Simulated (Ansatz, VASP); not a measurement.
## In2SiH2 in VASP and in Ansatz

```xyz
5
Lattice="3.5837 0.0000 0.0000 -1.7919 3.1036 0.0000 0.0000 0.0000 8.2171" Properties=species:S:1:pos:R:3 pbc="T T T"
In    0.0000    0.0000    2.3450
In    0.0000    0.0000    6.3604
Si    1.7919    1.0345    4.1487
H     0.0000    0.0000    8.7763
H     0.0000    2.0691    6.9685
```

Alike in both runs: functional PBE; k mesh 4 × 4 × 2; occupations gaussian, width 0.15 eV; no spin polarisation.

Ansatz relaxed the structure, and its values are those at the end. VASP's run is a single point on that final structure, the one shown.

```csv
,VASP,Ansatz
version,VASP 6.6.1,Ansatz 0.2.0
potentials or method,"VASP PAW PBE potentials, release 64 (In_d, Si, H), cutoff 500 eV","scalar-relativistic, plane waves, PAW"
valence electrons in the cell,32,32
```

Ansatz gave:

| Quantity | Value |
| --- | --- |
| gap on the k mesh at the Fermi level (eV) | none |
| pressure (GPa) | 0.1 |
| rms of the force components (eV/Å) | 0.012 |

Task: What did VASP give for the same quantities?

Result: gap on the k mesh at the Fermi level (eV): none; pressure (GPa): 0.0; rms of the force components (eV/Å): 0.011.

A gap of «none» marks a metal or a gap that the smearing closes.

The k mesh is coarse, so the values compare programs but aren't converged.
